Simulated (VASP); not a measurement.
## NbAs (rocksalt type): single point with LDA

NbAs (rocksalt type):

```
Nb As
1.0
     0.00000    2.05534    2.05534
     2.05534    0.00000    2.05534
     2.05534    2.05534    0.00000
Nb As
1 1
Direct
  0.00000 0.00000 0.00000
  0.50000 0.50000 0.50000
```

```json
{
 "Program": "VASP 6.6.1",
 "Task": "single point",
 "Functional": "LDA",
 "Potentials or basis": "VASP PAW LDA potentials, release 64 (Nb_sv, As)",
 "Cutoff": "520 eV",
 "k mesh": "14 × 14 × 14",
 "Occupations": "fermi-dirac, width 0.05 eV",
 "Spin": "no spin polarisation",
 "Dipole correction": "no",
 "Further INCAR settings": "ALGO = Normal; EDIFF = 1e-06; NBANDS = 16"
}
```

The pressure is 505.6 GPa. The band gap on the k mesh is zero (band 9 reaches 24.37 eV, above the bottom of band 10 at 19.65 eV).

Levels at points of the mesh, in eV from the Fermi level:
| k point | band 5 | band 6 | band 7 | band 8 | band 9 | band 10 | band 11 | band 12 | band 13 | band 14 |
| --- | --- | --- | --- | --- | --- | --- | --- | --- | --- | --- |
| (0.00, 0.00, 0.00) | -17.84 | -4.64 | -4.64 | -4.64 | -2.05 | -2.05 | 1.28 | 1.28 | 1.28 | 5.15 |
| (0.50, 0.00, 0.00) | -12.25 | -10.05 | -8.76 | -8.76 | 1.10 | 1.10 | 3.40 | 5.24 | 9.54 | 9.54 |
| (0.50, 0.50, 0.00) | -16.77 | -8.92 | -4.78 | -0.66 | -0.66 | 0.61 | 3.15 | 3.15 | 8.75 | 14.99 |

Run time: 49 s on 1 thread of Intel Xeon 8259CL (shared host), peak memory 0.15 GiB.
